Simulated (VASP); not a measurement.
TiAl3:

```
CELL_PARAMETERS angstrom
-1.92267 1.92267 4.31140
1.92267 -1.92267 4.31140
1.92267 1.92267 -4.31140
ATOMIC_POSITIONS crystal
Ti 0.00000 0.00000 0.00000
Al 0.50000 0.50000 0.00000
Al 0.75000 0.25000 0.50000
Al 0.25000 0.75000 0.50000
```

```yaml
Program: VASP 6.6.1
Task: relaxation of cell and atoms
Functional: PBEsol
Potentials_or_basis: VASP PAW PBE potentials, release 64 (Ti_sv, Al)
Cutoff: 600 eV
k_mesh: 16 × 16 × 16
Occupations: gaussian, width 0.1 eV
Spin: no spin polarisation
```

At the start: pressure -2.4 GPa; volume 15.94 Å³/atom.

Question: Where does the relaxation end?

Answer: Over 8 steps the energy falls by 2.8 meV/atom and the volume is 15.59 Å³/atom (-2.2 %); space group I4/mmm (No. 139, to 0.05 Å).

The path:
```csv
step,energy change (eV),largest force (eV/Å),pressure (GPa),volume (Å³)
1,0.0000,0.0000,-2.43,63.75
2,-0.0077,0.0000,1.42,61.55
3,-0.0110,0.0000,0.02,62.32
4,-0.0110,0.0000,-0.03,62.35
5,-0.0110,0.0000,-0.05,62.35
6,-0.0110,0.0000,-0.04,62.35
7,-0.0110,0.0000,-0.05,62.35
8,-0.0110,0.0000,-0.03,62.35
```

Final structure:
```cif
data_structure
_symmetry_space_group_name_H-M 'P 1'
_symmetry_Int_Tables_number 1
_cell_length_a 5.0584
_cell_length_b 5.0584
_cell_length_c 5.0584
_cell_angle_alpha 135.659
_cell_angle_beta 135.659
_cell_angle_gamma 64.507
_cell_volume 62.35
loop_
_atom_site_label
_atom_site_type_symbol
_atom_site_fract_x
_atom_site_fract_y
_atom_site_fract_z
_atom_site_occupancy
Ti1 Ti 0.00000 0.00000 0.00000 1
Al1 Al 0.50000 0.50000 0.00000 1
Al2 Al 0.75000 0.25000 0.50000 1
Al3 Al 0.25000 0.75000 0.50000 1
```

Caveat: the PAW data sets were made with another functional, which shifts forces and pressure a little.
